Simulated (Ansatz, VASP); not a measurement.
**RbBr: VASP beside Ansatz**

```xyz
2
Lattice="4.2487 0.0000 0.0000 0.0000 4.2487 0.0000 0.0000 0.0000 4.1929" Properties=species:S:1:pos:R:3 pbc="T T T"
Rb   -0.3933    0.0000    0.0000
Br    2.5451    2.1243    2.0965
```

Change from the starting cell: mode 4 frozen in at -0.415 Å, equal normal strain along x and y +0.0133.

Alike in both runs: task single point; functional PBE; k mesh 6 × 6 × 6; occupations gaussian, width 0.05 eV; no spin polarisation.

|  | VASP | Ansatz |
| --- | --- | --- |
| version | VASP 6.6.1 | Ansatz 0.2.0 |
| potentials or method | VASP PAW PBE potentials, release 64 (Rb_sv, Br), cutoff 520 eV | scalar-relativistic, plane waves, PAW |
| valence electrons in the cell | 16 | 16 |

VASP gave:

```
gap on the k mesh at the Fermi level (eV)                     : 3.93
least direct gap on the mesh (eV)                             : 4.07
pressure (GPa)                                                : 2.1
traceless stress, the component that is largest in VASP (GPa) : -0.92
rms of the force components (eV/Å)                            : 0.278
```

**Question.** Which values does Ansatz return?

**Answer.** gap on the k mesh at the Fermi level (eV): 3.94; least direct gap on the mesh (eV): 4.07; pressure (GPa): 2.0; traceless stress, the component that is largest in VASP (GPa): -0.90; rms of the force components (eV/Å): 0.275.

Atom by atom the forces differ by 0.004 eV/Å (rms over components). The functional is the same, so the differences come from potentials, cutoffs and numerics.
